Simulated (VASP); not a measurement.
# MnV (Pm-3m) in VASP: a series of runs

Runs on MnV. Level: LDA+U. Tasks: single point.

Program: VASP 6.6.1. These are calculated values, not measurements. Logs are shortened: lines on timing, memory, paths and dates and some standing lists are left out, and cuts for length are marked.

## (1) The cell of the first run

Symmetry: Pm-3m, No. 221, cubic system. Conventional cell: a = 2.900 Å, b = 2.900 Å, c = 2.900 Å, α = 90.00°, β = 90.00°, γ = 90.00°. Mn (site symmetry m-3m) has 8 V at 2.51 Å and 6 Mn at 2.90 Å within 3.3 Å. Within 3.3 Å of V (site symmetry m-3m) lie 8 Mn at 2.51 Å and 6 V at 2.90 Å.

## (2) Single point, LDA+U, collinear spin, ferromagnetic start

File INCAR:

```
SYSTEM = MnV
ALGO = Normal
EDIFF = 1E-6
ENCUT = 520
GGA = CA
ISIF = 2
ISMEAR = -1
ISPIN = 2
LASPH = .TRUE.
LCHARG = .FALSE.
LDAU = .TRUE.
LDAUJ = 0 0
LDAUL = 2 2
LDAUPRINT = 1
LDAUTYPE = 2
LDAUU = 3 3
LMAXMIX = 4
LORBIT = 11
LREAL = .FALSE.
LWAVE = .FALSE.
MAGMOM = 4 2
NBANDS = 24
NELM = 150
PREC = Accurate
SIGMA = 0.05
```

File KPOINTS:

```
k-points
0
G
  11 11 11
  0 0 0
```

File POSCAR:

```
MnV
1.0
    2.9000000000      0.0000000000      0.0000000000
    0.0000000000      2.9000000000      0.0000000000
    0.0000000000      0.0000000000      2.9000000000
Mn V
1 1
Direct
    0.0000000000      0.0000000000      0.0000000000
    0.5000000000      0.5000000000      0.5000000000
```

Potentials or basis: VASP PAW LDA potentials, release 64 (Mn_pv, V_sv).

Run with:

```sh
$ cat potpaw_LDA.64/Mn_pv/POTCAR potpaw_LDA.64/V_sv/POTCAR > POTCAR
$ mpirun -np 1 vasp_std > vasp.out
```

OUTCAR:

```text
SYSTEM = MnV
   EDIFF = 1E-6
   ENCUT = 520
   GGA = CA
   ISIF = 2
   ISMEAR = -1
   ISPIN = 2
   LASPH = .TRUE.
   LORBIT = 11
   LREAL = .FALSE.
   NELM = 150
   PREC = Accurate

 ion  position               nearest neighbor table
   1  0.000  0.000  0.000-   2 2.51   2 2.51   2 2.51   2 2.51   2 2.51   2 2.51   2 2.51   2 2.51

   2  0.500  0.500  0.500-   1 2.51   1 2.51   1 2.51   1 2.51   1 2.51   1 2.51   1 2.51   1 2.51

  LATTYP: Found a simple cubic cell.
 ALAT       =     2.9000000000

  Lattice vectors:

 A1 = (   2.9000000000,   0.0000000000,   0.0000000000)
 A2 = (   0.0000000000,   2.9000000000,   0.0000000000)
 A3 = (   0.0000000000,   0.0000000000,   2.9000000000)

Analysis of symmetry for initial positions (statically):
=====================================================================
 Subroutine PRICEL returns:
 Original cell was already a primitive cell.

 Routine SETGRP: Setting up the symmetry group for a
 simple cubic supercell.

 Subroutine GETGRP returns: Found 48 space group operations
 (whereof 48 operations were pure point group operations)
 out of a pool of 48 trial point group operations.

The static configuration has the point symmetry O_h .

Analysis of symmetry for dynamics (positions and initial velocities):
=====================================================================
 Subroutine PRICEL returns:
 Original cell was already a primitive cell.

 Routine SETGRP: Setting up the symmetry group for a
 simple cubic supercell.

 Subroutine GETGRP returns: Found 48 space group operations
 (whereof 48 operations were pure point group operations)
 out of a pool of 48 trial point group operations.

The dynamic configuration has the point symmetry O_h .

Analysis of structural, dynamic, and magnetic symmetry:
=====================================================================
 Subroutine PRICEL returns:
 Original cell was already a primitive cell.

 Routine SETGRP: Setting up the symmetry group for a
 simple cubic supercell.

 Subroutine GETGRP returns: Found 48 space group operations
 (whereof 48 operations were pure point group operations)
 out of a pool of 48 trial point group operations.

The overall configuration has the point symmetry O_h .

 Subroutine INISYM returns: Found 48 space group operations
 (whereof 48 operations are pure point group operations),
 and found     1 'primitive' translations

----------------------------------------------------------------------------------------

                                     Primitive cell

  volume of cell :      24.3890

  direct lattice vectors                    reciprocal lattice vectors
     2.900000000  0.000000000  0.000000000     0.344827586  0.000000000  0.000000000
     0.000000000  2.900000000  0.000000000     0.000000000  0.344827586  0.000000000
     0.000000000  0.000000000  2.900000000     0.000000000  0.000000000  0.344827586

  length of vectors
     2.900000000  2.900000000  2.900000000     0.344827586  0.344827586  0.344827586

  position of ions in fractional coordinates (direct lattice)
     0.000000000  0.000000000  0.000000000
     0.500000000  0.500000000  0.500000000

  ion indices of the primitive-cell ions
   primitive index   ion index
                 1           1
                 2           2

[... 110 lines left out ...]
 NGX is ok and might be reduce to    24
   NGX = 11   NGY = 11   NGZ = 11

atom =   1  type =  1  l = 2

 onsite density matrix

spin component  1

  0.8389  0.0000 -0.0000 -0.0000 -0.0000
  0.0000  0.8389 -0.0000 -0.0000  0.0000
 -0.0000 -0.0000  0.7064  0.0000  0.0000
 -0.0000 -0.0000  0.0000  0.8389  0.0000
 -0.0000  0.0000  0.0000  0.0000  0.7064

spin component  2

  0.3142  0.0000  0.0000 -0.0000  0.0000
  0.0000  0.3142  0.0000 -0.0000  0.0000
  0.0000  0.0000  0.1618  0.0000  0.0000
 -0.0000 -0.0000  0.0000  0.3142 -0.0000
  0.0000  0.0000  0.0000 -0.0000  0.1618

 occupancies and eigenvectors

  o =  0.1618  v =  0.0000  0.0000  0.0000  0.0000  0.0000  0.0000 -0.0000  0.0110  0.0000 -0.9999      0.0000  0.0000  0.0000  0.0000  0.0000  0.0000  0.0000  0.0000  0.0000  0.0000
  o =  0.1618  v =  0.0000  0.0000  0.0000  0.0000  0.0000  0.0000 -0.0000 -0.9999  0.0000 -0.0110      0.0000  0.0000  0.0000  0.0000  0.0000  0.0000  0.0000  0.0000  0.0000  0.0000
  o =  0.3142  v =  0.0000  0.0000  0.0000  0.0000  0.0000  0.0000 -0.1580 -0.0000 -0.9874 -0.0000      0.0000  0.0000  0.0000  0.0000  0.0000  0.0000  0.0000  0.0000  0.0000  0.0000
  o =  0.3142  v =  0.0000  0.0000  0.0000  0.0000  0.0000  0.0000 -0.9874  0.0000  0.1580  0.0000      0.0000  0.0000  0.0000  0.0000  0.0000  0.0000  0.0000  0.0000  0.0000  0.0000
  o =  0.3142  v =  0.0000  0.0000  0.0000  0.0000  0.0000  1.0000  0.0000  0.0000  0.0000  0.0000      0.0000  0.0000  0.0000  0.0000  0.0000  0.0000  0.0000  0.0000  0.0000  0.0000
  o =  0.7064  v =  0.0000 -0.0000 -0.0761  0.0000 -0.9971  0.0000  0.0000  0.0000  0.0000  0.0000      0.0000  0.0000  0.0000  0.0000  0.0000  0.0000  0.0000  0.0000  0.0000  0.0000
  o =  0.7064  v =  0.0000  0.0000  0.9971 -0.0000 -0.0761  0.0000  0.0000  0.0000  0.0000  0.0000      0.0000  0.0000  0.0000  0.0000  0.0000  0.0000  0.0000  0.0000  0.0000  0.0000
  o =  0.8389  v =  0.0000 -0.2787 -0.0000 -0.9604 -0.0000  0.0000  0.0000  0.0000  0.0000  0.0000      0.0000  0.0000  0.0000  0.0000  0.0000  0.0000  0.0000  0.0000  0.0000  0.0000
  o =  0.8389  v =  0.0000 -0.9604  0.0000  0.2787  0.0000  0.0000  0.0000  0.0000  0.0000  0.0000      0.0000  0.0000  0.0000  0.0000  0.0000  0.0000  0.0000  0.0000  0.0000  0.0000
  o =  0.8389  v =  1.0000  0.0000  0.0000  0.0000  0.0000  0.0000  0.0000  0.0000  0.0000  0.0000      0.0000  0.0000  0.0000  0.0000  0.0000  0.0000  0.0000  0.0000  0.0000  0.0000

atom =   2  type =  2  l = 2

 onsite density matrix

spin component  1

  0.1209 -0.0000 -0.0000  0.0000  0.0000
 -0.0000  0.1209  0.0000 -0.0000  0.0000
 -0.0000  0.0000  0.0659  0.0000 -0.0000
  0.0000 -0.0000  0.0000  0.1209 -0.0000
  0.0000  0.0000 -0.0000 -0.0000  0.0659

spin component  2

  0.6391  0.0000  0.0000 -0.0000  0.0000
  0.0000  0.6391  0.0000 -0.0000  0.0000
  0.0000  0.0000  0.3553  0.0000 -0.0000
 -0.0000 -0.0000  0.0000  0.6391 -0.0000
  0.0000  0.0000 -0.0000 -0.0000  0.3553

 occupancies and eigenvectors

  o =  0.0659  v = -0.0000  0.0000 -0.9997 -0.0000 -0.0258  0.0000  0.0000  0.0000  0.0000  0.0000      0.0000  0.0000  0.0000  0.0000  0.0000  0.0000  0.0000  0.0000  0.0000  0.0000
  o =  0.0659  v = -0.0000 -0.0000 -0.0258  0.0000  0.9997  0.0000  0.0000  0.0000  0.0000  0.0000      0.0000  0.0000  0.0000  0.0000  0.0000  0.0000  0.0000  0.0000  0.0000  0.0000
  o =  0.1209  v =  0.1819  0.9761  0.0000  0.1188  0.0000  0.0000  0.0000  0.0000  0.0000  0.0000      0.0000  0.0000  0.0000  0.0000  0.0000  0.0000  0.0000  0.0000  0.0000  0.0000
  o =  0.1209  v = -0.9824  0.1754  0.0000  0.0636 -0.0000  0.0000  0.0000  0.0000  0.0000  0.0000      0.0000  0.0000  0.0000  0.0000  0.0000  0.0000  0.0000  0.0000  0.0000  0.0000
  o =  0.1209  v =  0.0413 -0.1283 -0.0000  0.9909 -0.0000  0.0000  0.0000  0.0000  0.0000  0.0000      0.0000  0.0000  0.0000  0.0000  0.0000  0.0000  0.0000  0.0000  0.0000  0.0000
  o =  0.3553  v =  0.0000  0.0000  0.0000  0.0000  0.0000  0.0000 -0.0000  0.1660 -0.0000  0.9861      0.0000  0.0000  0.0000  0.0000  0.0000  0.0000  0.0000  0.0000  0.0000  0.0000
  o =  0.3553  v =  0.0000  0.0000  0.0000  0.0000  0.0000  0.0000 -0.0000 -0.9861  0.0000  0.1660      0.0000  0.0000  0.0000  0.0000  0.0000  0.0000  0.0000  0.0000  0.0000  0.0000
  o =  0.6391  v =  0.0000  0.0000  0.0000  0.0000  0.0000  0.0000  0.6723 -0.0000 -0.7402  0.0000      0.0000  0.0000  0.0000  0.0000  0.0000  0.0000  0.0000  0.0000  0.0000  0.0000
  o =  0.6391  v =  0.0000  0.0000  0.0000  0.0000  0.0000  1.0000  0.0000  0.0000  0.0000  0.0000      0.0000  0.0000  0.0000  0.0000  0.0000  0.0000  0.0000  0.0000  0.0000  0.0000
  o =  0.6391  v =  0.0000  0.0000  0.0000  0.0000  0.0000  0.0000  0.7402 -0.0000  0.6723  0.0000      0.0000  0.0000  0.0000  0.0000  0.0000  0.0000  0.0000  0.0000  0.0000  0.0000

 number of electron      25.9999996 magnetization       0.1257066

 Free energy of the ion-electron system (eV)
  ---------------------------------------------------
  ext. energy  EPLUGINS =         0.00000000
  ---------------------------------------------------
  free energy    TOTEN  =       -14.47084024 eV

  energy without entropy =      -14.46513233  energy(sigma->0) =      -14.46798629

 E-fermi :  10.3935     XC(G=0): -13.6398

 val. band max:       10.3598582709   @ k =   0.4545   0.4545   0.0909
 cond. band min:      10.4237033990   @ k =   0.4545   0.4545   0.3636
 fundamental gap:      0.0638451282
 Fermi energy:        10.3934803508

 spin component 1

 k-point     1 :       0.0000    0.0000    0.0000
  band No.  band energies     occupation
      1     -51.8123      1.00000
      2     -38.3384      1.00000
      3     -38.3384      1.00000
      4     -38.3384      1.00000
      5     -26.0036      1.00000
      6     -26.0036      1.00000
[... 1289 lines left out ...]
     23      28.9118      0.00000
     24      29.5936      0.00000

 [... further k-points ...]
[... 5 lines left out ...]
  --------------------------------------------------------------------------------------
  -------------------------------------------------------------------------------------
  Total        1.8051082      1.8051082      1.8051082     -0.0000000      0.0000000      0.0000000
  in kB      118.5822896    118.5822896    118.5822896     -0.0000000      0.0000000      0.0000000
  external PRESSURE =     118.5822896 kB  Pullay stress =       0.0000000 kB

 VOLUME and BASIS-vectors are now :
 -----------------------------------------------------------------------------
  energy-cutoff  :      520.00
  volume of cell :       24.39
      direct lattice vectors                 reciprocal lattice vectors
     2.900000000  0.000000000  0.000000000     0.344827586  0.000000000  0.000000000
     0.000000000  2.900000000  0.000000000     0.000000000  0.344827586  0.000000000
     0.000000000  0.000000000  2.900000000     0.000000000  0.000000000  0.344827586

 POSITION                                       TOTAL-FORCE (eV/Angst)
 -----------------------------------------------------------------------------------
      0.00000      0.00000      0.00000         0.000000      0.000000      0.000000
      1.45000      1.45000      1.45000         0.000000      0.000000      0.000000
 -----------------------------------------------------------------------------------
    total drift:                                0.000000      0.000000     -0.000000

  FREE ENERGIE OF THE ION-ELECTRON SYSTEM (eV)
  ---------------------------------------------------
  free  energy   TOTEN  =       -14.4708402447 eV

  energy  without entropy=      -14.4651323300  energy(sigma->0) =      -14.46798629

 total charge

# of ion       s       p       d       tot
------------------------------------------
    1        0.417   6.353   5.164  11.934
    2        2.351   6.272   3.093  11.715
--------------------------------------------------
tot          2.768  12.624   8.257  23.649

 magnetization (x)

# of ion       s       p       d       tot
------------------------------------------
    1        0.008  -0.057   2.660   2.611
    2       -0.037  -0.073  -2.121  -2.231
--------------------------------------------------
tot         -0.029  -0.130   0.540   0.381
```

Wall time 60 s (1 thread of Intel Xeon Platinum 8375C at 2.90GHz (Ice Lake), shared host); peak memory 0.16 GiB.

Results:

| Quantity | Value |
| --- | --- |
| Free energy | -14.4708 eV |
| Pressure | 11.9 GPa |
| Net moment | 0.13 μB per cell |
| Site moments | Mn +2.61; V -2.23 μB |
| Valence electrons inside the program's atomic spheres | Mn 11.93; V 11.71 |

Eigenvalues of the final occupation matrices:
```
    site  spin  trace               eigenvalues
site 1 d     1   3.93  0.71 0.71 0.84 0.84 0.84
site 1 d     2   1.27  0.16 0.16 0.31 0.31 0.31
site 2 d     1   0.49  0.07 0.07 0.12 0.12 0.12
site 2 d     2   2.63  0.36 0.36 0.64 0.64 0.64
```

Caveat: the cell stands under pressure; the U is typed as a test and isn't derived for this compound.

## (3) Single point, LDA+U, collinear spin, ferromagnetic start

File INCAR:

```
SYSTEM = MnV
PREC = Accurate
ENCUT = 520
EDIFF = 1E-6
ISMEAR = -1
SIGMA = 0.05
LREAL = .FALSE.
LASPH = .TRUE.
NELM = 150
ALGO = Normal
ISIF = 2
LWAVE = .FALSE.
LCHARG = .TRUE.
ISPIN = 2
MAGMOM = 4 2
LORBIT = 11
LMAXMIX = 4
LDAU = .TRUE.
LDAUTYPE = 2
LDAUL = 2 2
LDAUU = 5 5
LDAUJ = 0 0
LDAUPRINT = 1
GGA = CA
LELF = .TRUE.
LVHAR = .TRUE.
NBANDS = 24
```

File KPOINTS:

```
regular mesh
0
G
  11 11 11
  0 0 0
```

POSCAR is that of step 2.

Potentials or basis: VASP PAW LDA potentials, release 64 (Mn_pv, V_sv).

Run with:

```sh
$ cat potpaw_LDA.64/Mn_pv/POTCAR potpaw_LDA.64/V_sv/POTCAR > POTCAR
$ mpirun -np 1 vasp_std > vasp.out
```

It took 67 s on 1 thread of Intel Xeon Platinum 8375C at 2.90GHz (Ice Lake), shared host; peak memory 0.17 GiB.

It converged, with:

```yaml
Free_energy: -11.5122 eV
Pressure: 35.1 GPa
Net_moment: 0.19 μB per cell
Site_moments: Mn +3.34; V -2.79 μB
Valence_electrons_inside_the_program's_atomic_spheres: Mn 11.93; V 11.80
```

Levels at points of the mesh, in eV from the Fermi level:
Spin up:
```tsv
k point	band 11	band 12	band 13	band 14	band 15	band 16
(0.00, 0.00, 0.00)	-3.21	-3.21	-3.21	2.83	2.83	5.85
```
Spin down:
| k point | band 11 | band 12 | band 13 | band 14 | band 15 | band 16 |
| --- | --- | --- | --- | --- | --- | --- |
| (0.00, 0.00, 0.00) | -0.68 | -0.68 | -0.68 | 3.31 | 3.31 | 3.90 |

Eigenvalues of the final occupation matrices:
| site | spin | trace | eigenvalues |
| --- | --- | --- | --- |
| site 1 d | 1 | 4.30 | 0.83 0.83 0.88 0.88 0.88 |
| site 1 d | 2 | 0.89 | 0.11 0.11 0.22 0.22 0.22 |
| site 2 d | 1 | 0.27 | 0.04 0.04 0.07 0.07 0.07 |
| site 2 d | 2 | 2.93 | 0.37 0.37 0.73 0.73 0.73 |

Caveat: the cell stands under pressure; the U is typed as a test and isn't derived for this compound. The state reached can hang on the start; a lower one may exist.
